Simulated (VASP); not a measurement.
# PmP (Pm-3m) in VASP: a series of runs

The runs below take PmP through single point, with PBEsol.

Program: VASP 6.6.1. These are calculated values, not measurements. Logs are shortened: lines on timing, memory, paths and dates and some standing lists are left out, and cuts for length are marked.

### 1 The cell of the first run

It takes space group Pm-3m (No. 221, cubic). The conventional cell has a = 3.488 Å, b = 3.488 Å, c = 3.488 Å, α = 90.00°, β = 90.00°, γ = 90.00°. Pm (site symmetry m-3m) has 8 P at 3.02 Å and 6 Pm at 3.49 Å within 4.0 Å. Within 4.0 Å of P (site symmetry m-3m) lie 8 Pm at 3.02 Å and 6 P at 3.49 Å.

### 2 Single point, PBEsol, collinear spin, ferromagnetic start

The input, INCAR:

```
PREC = Accurate
ENCUT = 520
EDIFF = 1E-6
ISMEAR = 0
SIGMA = 0.05
LREAL = False
LASPH = True
NELM = 150
ALGO = Normal
ISIF = 2
LWAVE = False
LCHARG = False
ISPIN = 2
MAGMOM = 4 0
LORBIT = 11
LMAXMIX = 6
GGA = PS
NBANDS = 21
```

The input, KPOINTS:

```
Automatic mesh
0
Gamma
  10 10 10
```

The input, POSCAR:

```
PmP
1.0
    3.4881540274      0.0000000000      0.0000000000
    0.0000000000      3.4881540274      0.0000000000
    0.0000000000      0.0000000000      3.4881540274
Pm P
1 1
Direct
    0.0000000000      0.0000000000      0.0000000000
    0.5000000000      0.5000000000      0.5000000000
```

Potentials or basis: VASP PAW PBE potentials, release 64 (Pm, P).

The run is started by

```bash
$ cat potpaw_PBE.64/Pm/POTCAR potpaw_PBE.64/P/POTCAR > POTCAR
$ mpirun -np 1 vasp_std > vasp.out
```

OUTCAR:

```text
PREC = Accurate
   ENCUT = 520
   EDIFF = 1E-6
   ISMEAR = 0
   LREAL = False
   LASPH = True
   NELM = 150
   ISIF = 2
   ISPIN = 2
   LORBIT = 11
   GGA = PS

 ion  position               nearest neighbor table
   1  0.000  0.000  0.000-   2 3.02   2 3.02   2 3.02   2 3.02   2 3.02   2 3.02   2 3.02   2 3.02

   2  0.500  0.500  0.500-   1 3.02   1 3.02   1 3.02   1 3.02   1 3.02   1 3.02   1 3.02   1 3.02

  LATTYP: Found a simple cubic cell.
 ALAT       =     3.4881540274

  Lattice vectors:

 A1 = (   3.4881540274,   0.0000000000,   0.0000000000)
 A2 = (   0.0000000000,   3.4881540274,   0.0000000000)
 A3 = (   0.0000000000,   0.0000000000,   3.4881540274)

Analysis of symmetry for initial positions (statically):
=====================================================================
 Subroutine PRICEL returns:
 Original cell was already a primitive cell.

 Routine SETGRP: Setting up the symmetry group for a
 simple cubic supercell.

 Subroutine GETGRP returns: Found 48 space group operations
 (whereof 48 operations were pure point group operations)
 out of a pool of 48 trial point group operations.

The static configuration has the point symmetry O_h .

Analysis of symmetry for dynamics (positions and initial velocities):
=====================================================================
 Subroutine PRICEL returns:
 Original cell was already a primitive cell.

 Routine SETGRP: Setting up the symmetry group for a
 simple cubic supercell.

 Subroutine GETGRP returns: Found 48 space group operations
 (whereof 48 operations were pure point group operations)
 out of a pool of 48 trial point group operations.

The dynamic configuration has the point symmetry O_h .

Analysis of structural, dynamic, and magnetic symmetry:
=====================================================================
 Subroutine PRICEL returns:
 Original cell was already a primitive cell.

 Routine SETGRP: Setting up the symmetry group for a
 simple cubic supercell.

 Subroutine GETGRP returns: Found 48 space group operations
 (whereof 48 operations were pure point group operations)
 out of a pool of 48 trial point group operations.

The overall configuration has the point symmetry O_h .

 Subroutine INISYM returns: Found 48 space group operations
 (whereof 48 operations are pure point group operations),
 and found     1 'primitive' translations

----------------------------------------------------------------------------------------

                                     Primitive cell

  volume of cell :      42.4411

  direct lattice vectors                    reciprocal lattice vectors
     3.488154027  0.000000000  0.000000000     0.286684588  0.000000000  0.000000000
     0.000000000  3.488154027  0.000000000     0.000000000  0.286684588  0.000000000
     0.000000000  0.000000000  3.488154027     0.000000000  0.000000000  0.286684588

  length of vectors
     3.488154027  3.488154027  3.488154027     0.286684588  0.286684588  0.286684588

  position of ions in fractional coordinates (direct lattice)
     0.000000000  0.000000000  0.000000000
     0.500000000  0.500000000  0.500000000

  ion indices of the primitive-cell ions
   primitive index   ion index
                 1           1
                 2           2

----------------------------------------------------------------------------------------

 KPOINTS: Automatic mesh

Automatic generation of k-mesh.
 Grid dimensions read from file:
 generate k-points for:   10   10   10

 Generating k-lattice:

  Cartesian coordinates                     Fractional coordinates (reciprocal lattice)
     0.028668459  0.000000000  0.000000000     0.100000000  0.000000000  0.000000000
     0.000000000  0.028668459  0.000000000     0.000000000  0.100000000  0.000000000
     0.000000000  0.000000000  0.028668459     0.000000000  0.000000000  0.100000000

  Length of vectors
     0.028668459  0.028668459  0.028668459

  Shift w.r.t. Gamma in fractional coordinates (k-lattice)
     0.000000000  0.000000000  0.000000000

 Subroutine IBZKPT returns following result:
 ===========================================

 Found     56 irreducible k-points:

 Following reciprocal coordinates:
            Coordinates               Weight
  0.000000  0.000000  0.000000      1.000000
  0.100000  0.000000  0.000000      6.000000
  0.200000  0.000000  0.000000      6.000000
  0.300000  0.000000  0.000000      6.000000
  0.400000  0.000000  0.000000      6.000000
  0.500000  0.000000  0.000000      3.000000
[... 16 lines left out ...]
  0.200000  0.100000  0.100000     24.000000
  0.300000  0.100000  0.100000     24.000000
 [... further k-points ...]
   k-points           NKPTS =     56   k-points in BZ     NKDIM =     56   number of bands    NBANDS=     21
   number of dos      NEDOS =    301   number of ions     NIONS =      2
   total plane-waves  NPLWV =  21952
   dimension x,y,z NGX =    28 NGY =   28 NGZ =   28
[... 89 lines left out ...]
      4     -10.8768      1.00000
      5      -2.9148      1.00000
      6       6.3470      1.00000
[... 13 lines left out ...]
     20      12.9137      0.00000
     21      13.3018      0.00000

 k-point     3 :       0.2000    0.0000    0.0000
  band No.  band energies     occupation
      1     -30.8388      1.00000
      2     -11.2592      1.00000
      3     -10.8521      1.00000
      4     -10.8521      1.00000
      5      -2.5056      1.00000
      6       5.3617      1.00000
[... 13 lines left out ...]
     20      13.4001      0.00000
     21      14.3161      0.00000
[... 457 lines left out ...]
 k-point    23 :       0.2000    0.1000    0.1000
  band No.  band energies     occupation
      1     -30.8259      1.00000
      2     -11.2347      1.00000
      3     -10.9522      1.00000
      4     -10.9284      1.00000
      5      -2.2956      1.00000
      6       5.4463      1.00000
[... 13 lines left out ...]
     20      13.4601      0.00000
     21      15.7810      0.00000

 k-point    24 :       0.3000    0.1000    0.1000
  band No.  band energies     occupation
      1     -30.8045      1.00000
      2     -11.5301      1.00000
      3     -10.9166      1.00000
      4     -10.8956      1.00000
      5      -1.8326      1.00000
      6       4.3866      1.00000
[... 13 lines left out ...]
     20      13.9797      0.00000
     21      15.6831      0.00000

 [... further k-points ...]

 spin component 2

 k-point     1 :       0.0000    0.0000    0.0000
  band No.  band energies     occupation
      1     -28.8901      1.00000
      2      -9.4245      1.00000
      3      -9.4245      1.00000
      4      -9.4245      1.00000
      5      -3.2573      1.00000
      6       7.4032      1.00000
[... 13 lines left out ...]
     20      13.3118      0.00000
     21      13.3118      0.00000

 k-point     2 :       0.1000    0.0000    0.0000
  band No.  band energies     occupation
      1     -28.8825      1.00000
      2      -9.5550      1.00000
      3      -9.4131      1.00000
      4      -9.4131      1.00000
      5      -3.0926      1.00000
      6       6.6820      1.00000
[... 13 lines left out ...]
     20      13.4943      0.00000
     21      13.7190      0.00000

 k-point     3 :       0.2000    0.0000    0.0000
  band No.  band energies     occupation
      1     -28.8624      1.00000
      2      -9.8730      1.00000
      3      -9.3831      1.00000
      4      -9.3831      1.00000
      5      -2.6582      1.00000
      6       5.5009      1.00000
[... 13 lines left out ...]
     20      13.9386      0.00000
     21      14.7073      0.00000
[... 457 lines left out ...]
 k-point    23 :       0.2000    0.1000    0.1000
  band No.  band energies     occupation
      1     -28.8475      1.00000
      2      -9.8437      1.00000
      3      -9.5031      1.00000
      4      -9.4685      1.00000
      5      -2.4429      1.00000
      6       5.5643      1.00000
[... 13 lines left out ...]
     20      14.0478      0.00000
     21      16.2042      0.00000

 k-point    24 :       0.3000    0.1000    0.1000
  band No.  band energies     occupation
      1     -28.8228      1.00000
      2     -10.1842      1.00000
      3      -9.4588      1.00000
      4      -9.4284      1.00000
      5      -1.9793      1.00000
      6       4.4614      1.00000
[... 13 lines left out ...]
     20      14.3889      0.00000
     21      16.0089      0.00000

 [... further k-points ...]

------------------------ aborting loop because EDIFF is reached ----------------------------------------

  FORCE on cell =-STRESS in cart. coord.  units (eV):
  Direction    XX          YY          ZZ          XY          YZ          ZX
  --------------------------------------------------------------------------------------
  -------------------------------------------------------------------------------------
  Total       -0.2709586     -0.2709586     -0.2709586     -0.0000000     -0.0000000      0.0000000
  in kB      -10.2288451    -10.2288451    -10.2288451     -0.0000000     -0.0000000      0.0000000
  external PRESSURE =     -10.2288451 kB  Pullay stress =       0.0000000 kB

 VOLUME and BASIS-vectors are now :
 -----------------------------------------------------------------------------
  energy-cutoff  :      520.00
  volume of cell :       42.44
      direct lattice vectors                 reciprocal lattice vectors
     3.488154027  0.000000000  0.000000000     0.286684588  0.000000000  0.000000000
     0.000000000  3.488154027  0.000000000     0.000000000  0.286684588  0.000000000
     0.000000000  0.000000000  3.488154027     0.000000000  0.000000000  0.286684588

 POSITION                                       TOTAL-FORCE (eV/Angst)
 -----------------------------------------------------------------------------------
      0.00000      0.00000      0.00000         0.000000      0.000000      0.000000
      1.74408      1.74408      1.74408         0.000000      0.000000      0.000000
 -----------------------------------------------------------------------------------
    total drift:                               -0.000000      0.000000     -0.000000

  FREE ENERGIE OF THE ION-ELECTRON SYSTEM (eV)
  ---------------------------------------------------
  free  energy   TOTEN  =       -16.0070756825 eV

  energy  without entropy=      -15.9895462092  energy(sigma->0) =      -15.99831095

 total charge

# of ion       s       p       d       f       tot
--------------------------------------------------
    1        2.008   5.550   0.508   4.320  12.386
    2        1.042   1.457   0.000   0.000   2.500
--------------------------------------------------
tot          3.050   7.008   0.508   4.320  14.886

 magnetization (x)

# of ion       s       p       d       f       tot
--------------------------------------------------
    1       -0.008   0.002   0.061   4.188   4.243
    2       -0.017  -0.199   0.000   0.000  -0.217
--------------------------------------------------
tot         -0.025  -0.197   0.061   4.188   4.027
```

Wall time 56 s (1 thread of Intel Xeon 6975P-C (Granite Rapids), shared host); peak memory 0.23 GiB.

Results:

```yaml
Free_energy: -16.0071 eV
Pressure: -1.0 GPa
Net_moment: 4.09 μB per cell
Site_moments: Pm +4.24; P -0.22 μB
Valence_electrons_inside_the_program's_atomic_spheres: Pm 12.39; P 2.50
```

Levels at points of the mesh, in eV from the Fermi level:
Spin up:
| k point | band 8 | band 9 | band 10 | band 11 | band 12 | band 13 | band 14 | band 15 | band 16 | band 17 |
| --- | --- | --- | --- | --- | --- | --- | --- | --- | --- | --- |
| (0.00, 0.00, 0.00) | -0.74 | -0.74 | -0.74 | -0.40 | -0.09 | -0.09 | -0.09 | 1.37 | 1.37 | 1.37 |
| (0.50, 0.00, 0.00) | -0.74 | -0.47 | -0.44 | -0.33 | -0.28 | -0.28 | 0.04 | 0.04 | 0.42 | 5.92 |
| (0.50, 0.50, 0.00) | -0.91 | -0.38 | -0.38 | -0.16 | -0.15 | 0.12 | 0.17 | 0.17 | 2.03 | 2.58 |
| (0.50, 0.50, 0.50) | -4.16 | -0.37 | -0.37 | -0.37 | -0.26 | 0.09 | 0.09 | 0.09 | 6.08 | 6.08 |
Spin down:
```tsv
k point	band 6	band 7	band 8	band 9	band 10	band 11
(0.00, 0.00, 0.00)	-0.21	-0.21	0.23	0.23	0.23	2.43
(0.50, 0.00, 0.00)	-4.65	-0.81	-0.81	1.25	1.85	2.51
(0.50, 0.50, 0.00)	-2.18	-2.18	0.47	0.50	2.65	2.65
(0.50, 0.50, 0.50)	-4.20	-4.20	-4.20	2.69	2.69	2.69
```

Caveat: the magnetic or orbital state may not be the lowest; the PAW data sets were made with another functional, which shifts forces and pressure a little; spin-orbit coupling is left out, which moves the levels of the heavy elements; without U or exact exchange the open f shell lies at the Fermi level, which spoils levels, moments and volumes.

### 3 Single point, PBEsol, collinear spin, ferromagnetic start (volume scaled by 0.980)

The input, INCAR:

```
SYSTEM = PmP
ALGO     = Normal         ! electronic algorithm
EDIFF    = 1E-7           ! SCF threshold, eV
ENCUT    = 520            ! plane-wave cutoff, eV
GGA      = PS             ! functional
ISIF     = 2              ! what is computed and relaxed
ISMEAR   = 0              ! smearing method
ISPIN    = 2              ! spin polarisation
LASPH    = .True.         ! aspherical terms in the spheres
LCHARG   = .True.         ! write CHGCAR
LELF     = .True.         ! ELF
LMAXMIX  = 6              ! l up to which the mixer works
LORBIT   = 11             ! projections on sites
LREAL    = .False.        ! projectors in reciprocal space
LVHAR    = .True.       
LWAVE    = .False.        ! write WAVECAR
MAGMOM   = 4.71 0         ! initial moments
NBANDS   = 21             ! bands
NELM     = 150            ! most SCF steps
PREC     = Accurate       ! precision mode
SIGMA    = 0.05           ! smearing width, eV
```

The input, KPOINTS:

```
k-points
0
Gamma
  10 10 10
  0 0 0
```

The input, POSCAR:

```
PmP
1.0
    3.4693564036      0.0000000000      0.0000000000
    0.0000000000      3.4693564036      0.0000000000
    0.0000000000      0.0000000000      3.4693564036
Pm P
1 1
Direct
    0.0000000000      0.0000000000      0.0000000000
    0.5000000000      0.5000000000      0.5000000000
```

Potentials or basis: VASP PAW PBE potentials, release 64 (Pm, P).

The run is started by

```bash
$ cat potpaw_PBE.64/Pm/POTCAR potpaw_PBE.64/P/POTCAR > POTCAR
$ mpirun -np 1 vasp_std > vasp.out
```

It took 64 s on 1 thread of Intel Xeon 6975P-C (Granite Rapids), shared host; peak memory 0.23 GiB.

Results (log left out):

| Property | Result |
| --- | --- |
| Free energy | -16.0092 eV |
| Pressure | 0.1 GPa |
| Net moment | 4.09 μB per cell |
| Site moments | Pm +4.24; P -0.22 μB |
| Valence electrons inside the program's atomic spheres | Pm 12.40; P 2.51 |

Levels at points of the mesh, in eV from the Fermi level:
Spin up:
```csv
k point,band 9,band 10,band 11,band 12,band 13,band 14,band 15,band 16
"(0.00, 0.00, 0.00)",-0.74,-0.74,-0.39,-0.09,-0.09,-0.09,1.41,1.41
"(0.50, 0.00, 0.00)",-0.46,-0.44,-0.35,-0.27,-0.27,0.04,0.04,0.39
"(0.50, 0.50, 0.00)",-0.38,-0.38,-0.16,-0.15,0.12,0.18,0.18,2.07
"(0.50, 0.50, 0.50)",-0.36,-0.36,-0.36,-0.23,0.09,0.09,0.09,6.17
```
Spin down:
```
           k point  band 5  band 6  band 7  band 8  band 9  band 10  band 11  band 12
(0.00, 0.00, 0.00)  -10.93   -0.26   -0.26    0.25    0.25     0.25     2.44     2.44
(0.50, 0.00, 0.00)   -8.90   -4.70   -0.83   -0.83    1.23     1.83     2.51     2.51
(0.50, 0.50, 0.00)   -9.60   -2.18   -2.18    0.46    0.49     2.66     2.66     2.74
(0.50, 0.50, 0.50)   -8.27   -4.28   -4.28   -4.28    2.70     2.70     2.70     2.93
```

Caveat: the magnetic or orbital state may not be the lowest; the PAW data sets were made with another functional, which shifts forces and pressure a little; spin-orbit coupling is left out, which moves the levels of the heavy elements; without U or exact exchange the open f shell lies at the Fermi level, which spoils levels, moments and volumes. The state reached can hang on the start; a lower one may exist.

### 4 Single point, PBEsol, collinear spin, ferromagnetic start (volume scaled by 1.040)

The input, INCAR:

```
PREC = Accurate
ENCUT = 520
EDIFF = 1E-7
ISMEAR = 0
SIGMA = 0.05
LREAL = False
LASPH = True
NELM = 150
ALGO = Normal
ISIF = 2
LWAVE = False
LCHARG = False
ISPIN = 2
MAGMOM = 4.72 0
LORBIT = 11
LMAXMIX = 6
GGA = PS
NBANDS = 21
```

The input, KPOINTS:

```
regular mesh
0
Gamma
  10 10 10
```

The input, POSCAR:

```
PmP
1.0
    3.5387618607      0.0000000000      0.0000000000
    0.0000000000      3.5387618607      0.0000000000
    0.0000000000      0.0000000000      3.5387618607
Pm P
1 1
Direct
    0.0000000000      0.0000000000      0.0000000000
    0.5000000000      0.5000000000      0.5000000000
```

The run is started by

```bash
$ cat potpaw_PBE.64/Pm/POTCAR potpaw_PBE.64/P/POTCAR > POTCAR
$ mpirun -np 1 vasp_std > vasp.out
```

It took 62 s on 1 thread of Intel Xeon 6975P-C (Granite Rapids), shared host; peak memory 0.24 GiB.

Results (log left out):

```
Free energy                                           : -15.9794 eV
Pressure                                              : -3.6 GPa
Net moment                                            : 4.10 μB per cell
Site moments                                          : Pm +4.26; P -0.22 μB
Valence electrons inside the program's atomic spheres : Pm 12.36; P 2.48
```

Levels at points of the mesh, in eV from the Fermi level:
Spin up:
| k point | band 8 | band 9 | band 10 | band 11 | band 12 | band 13 | band 14 | band 15 | band 16 | band 17 |
| --- | --- | --- | --- | --- | --- | --- | --- | --- | --- | --- |
| (0.00, 0.00, 0.00) | -0.73 | -0.67 | -0.67 | -0.44 | -0.07 | -0.07 | -0.07 | 1.26 | 1.26 | 1.26 |
| (0.50, 0.00, 0.00) | -0.67 | -0.50 | -0.46 | -0.30 | -0.30 | -0.29 | 0.04 | 0.04 | 0.49 | 5.72 |
| (0.50, 0.50, 0.00) | -0.90 | -0.40 | -0.40 | -0.19 | -0.11 | 0.11 | 0.16 | 0.16 | 1.92 | 2.59 |
| (0.50, 0.50, 0.50) | -3.94 | -0.39 | -0.39 | -0.39 | -0.32 | 0.09 | 0.09 | 0.09 | 5.82 | 5.82 |
Spin down:
```
           k point  band 4  band 5  band 6  band 7  band 8  band 9  band 10  band 11  band 12  band 13
(0.00, 0.00, 0.00)  -17.10  -10.71   -0.08   -0.08    0.20    0.20     0.20     2.43     2.43     2.43
(0.50, 0.00, 0.00)  -17.00   -8.92   -4.51   -0.76   -0.76    1.30     1.91     2.50     2.50     2.81
(0.50, 0.50, 0.00)  -16.91   -9.42   -2.17   -2.17    0.48    0.52     2.63     2.63     2.71     2.90
(0.50, 0.50, 0.50)  -17.68   -8.25   -4.00   -4.00   -4.00    2.67     2.67     2.67     2.94     2.94
```

Caveat: the magnetic or orbital state may not be the lowest; the PAW data sets were made with another functional, which shifts forces and pressure a little; spin-orbit coupling is left out, which moves the levels of the heavy elements; without U or exact exchange the open f shell lies at the Fermi level, which spoils levels, moments and volumes.

### 5 The runs side by side

```csv
cell,gap on the mesh (eV),pressure (GPa),moment (μB)
"a = 3.488 Å, 2 atoms",none,-1.0,4.09
"a = 3.469 Å, 2 atoms",none,0.1,4.09
"a = 3.539 Å, 2 atoms",none,-3.6,4.10
```

Alike in all rows: task single point; level PBEsol; potentials or basis VASP PAW PBE potentials, release 64 (Pm, P); spin collinear, ferromagnetic start; k mesh 10 × 10 × 10; cutoff (eV) 520; smearing gaussian 0.05 eV.

Caveats: the magnetic or orbital state may not be the lowest; the PAW data sets were made with another functional, which shifts forces and pressure a little; spin-orbit coupling is left out, which moves the levels of the heavy elements; without U or exact exchange the open f shell lies at the Fermi level, which spoils levels, moments and volumes.

Total energies depend on the potentials used, so only differences within one code and one set of settings carry meaning.
